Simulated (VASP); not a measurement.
Runs of VASP 6.6.1 on PtSe. The structure is that of space group F-43m (No. 216), or close to it. The cells are those of the table. 

```csv
level,U,cell,k mesh,grid for exact exchange (PRECFOCK),share of exact exchange,screening parameter,gap on the mesh (eV),pressure (GPa)
HF,-,"a = 4.041 Å, angles 60.0°, 2 atoms",4 × 4 × 4,Normal,1,-,none,-3.3
r2SCAN+U,Pt d U = 5.0 eV,"a = 4.296 Å, angles 60.0°, 2 atoms",8 × 8 × 8,-,-,-,none,-14.7
r2SCAN+U,Pt d U = 1.0 eV,"a = 4.296 Å, angles 60.0°, 2 atoms",8 × 8 × 8,-,-,-,none,-13.7
PBEsol-based global hybrid with 25 % exact exchange,-,"a = 3.939 Å, angles 60.0°, 2 atoms",4 × 4 × 4,Normal,0.25,-,none,(a)
PBEsol-based global hybrid with 25 % exact exchange,-,"a = 4.296 Å, angles 60.0°, 2 atoms",4 × 4 × 4,Normal,0.25,-,none,-16.1
r2SCAN+U,Pt d U = 2.0 eV,"a = 4.296 Å, angles 60.0°, 2 atoms",8 × 8 × 8,-,-,-,none,-13.9
r2SCAN,-,"a = 4.296 Å, angles 60.0°, 2 atoms",8 × 8 × 8,-,-,-,none,-13.5
HSE06,-,"a = 3.977 Å, angles 60.0°, 2 atoms",4 × 4 × 4,Normal,0.25,0.2079 1/Å,none,-0.1
B3LYP,-,"a = 4.054 Å, angles 60.0°, 2 atoms",4 × 4 × 4,Normal,0.2,-,none,0.2
r2SCAN+U,Pt d U = 3.0 eV,"a = 4.296 Å, angles 60.0°, 2 atoms",8 × 8 × 8,-,-,-,none,-14.2
r2SCAN+U,Pt d U = 8.0 eV,"a = 4.296 Å, angles 60.0°, 2 atoms",8 × 8 × 8,-,-,-,none,(b)
r2SCAN+U,Pt d U = 6.0 eV,"a = 4.296 Å, angles 60.0°, 2 atoms",8 × 8 × 8,-,-,-,none,-15.0
```

Alike in all rows: task single point; potentials or basis VASP PAW PBE potentials, release 64 (Pt, Se); no spin polarisation; cutoff (eV) 520; smearing fermi-dirac 0.05 eV.

Problem. Estimate the missing entries.

Solution. (a) -0.2; (b) -15.7.

Caveats: some runs use coarse meshes; the PAW data sets were made with another functional, which shifts forces and pressure a little; spin-orbit coupling is left out, which moves the levels of the heavy elements; the cell stands under tension (at least some runs); U without spin polarisation on a metal has little footing (at least some runs).

A k mesh can miss the band edges, and the runs leave out spin-orbit coupling on Pt, Se.

A gap of «none» marks levels without a gap at the run's occupations.
